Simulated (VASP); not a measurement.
Wanted: the native input for a VASP 6.6.1 run.

```yaml
Task: single point
Functional: LDA
Potentials_or_basis: VASP PAW LDA potentials, release 64 (Cd_sv_GW, H, O)
Cutoff: 600 eV
k_mesh: 6 × 6 × 4
Occupations: gaussian, width 0.01 eV
Spin: no spin polarisation
Dipole_correction: no
Second_run: valence_matched
Further_INCAR_settings: ALGO = Normal; EDIFF = 1e-06; NBANDS = 25
```

The structure of CdH2O2 lies in POSCAR:

```
CdH2O2
1.0
    3.5155260000      0.0000000000      0.0000000000
   -1.7577630000      3.0445350000      0.0000000000
    0.0000000000      0.0000000000      4.6429790000
Cd H O
1 2 2
Direct
    0.0000000000      0.0000000000      0.0000000000
    0.6666666667      0.3333333333      0.5509610000
    0.3333333333      0.6666666667      0.4490390000
    0.6666666667      0.3333333333      0.7593720000
    0.3333333333      0.6666666667      0.2406280000
```

One way to write it, as run:

INCAR

```
SYSTEM = CdH2O2
PREC     = Accurate       ! precision mode
ENCUT    = 600            ! plane-wave cutoff, eV
EDIFF    = 1E-6           ! SCF threshold, eV
ISMEAR   = 0              ! smearing method
SIGMA    = 0.01           ! smearing width, eV
LREAL    = .FALSE.        ! projectors in reciprocal space
LASPH    = .TRUE.         ! aspherical terms in the spheres
NELM     = 120            ! most SCF steps
ALGO     = Normal         ! electronic algorithm
ISIF     = 2              ! what is computed and relaxed
LWAVE    = .FALSE.        ! write WAVECAR
LCHARG   = .FALSE.        ! write CHGCAR
NBANDS   = 25             ! bands
GGA_COMPAT= .FALSE.
```

KPOINTS

```
regular mesh
0
G
  6 6 4
  0 0 0
```

Potentials or basis: VASP PAW LDA potentials, release 64 (Cd_sv_GW, H, O).

Command:

```console
$ cat potpaw_LDA.64/Cd_sv_GW/POTCAR potpaw_LDA.64/H/POTCAR potpaw_LDA.64/O/POTCAR > POTCAR
$ mpirun -np 1 vasp_std > vasp.out
```

It gave:

```
Pressure               : -4.3 GPa
Largest force          : 1.069 eV/Å
Band gap on the k mesh : 1.56 eV, indirect (least direct gap 1.92 eV)
```

Caveat: forces of over 1 eV/Å act on the atoms, so gaps and moduli don't describe the material at rest.

Wall time 18 s on 1 thread of Intel(R) Xeon(R) 6975P-C (Granite Rapids) (shared host), peak memory 0.18 GiB.
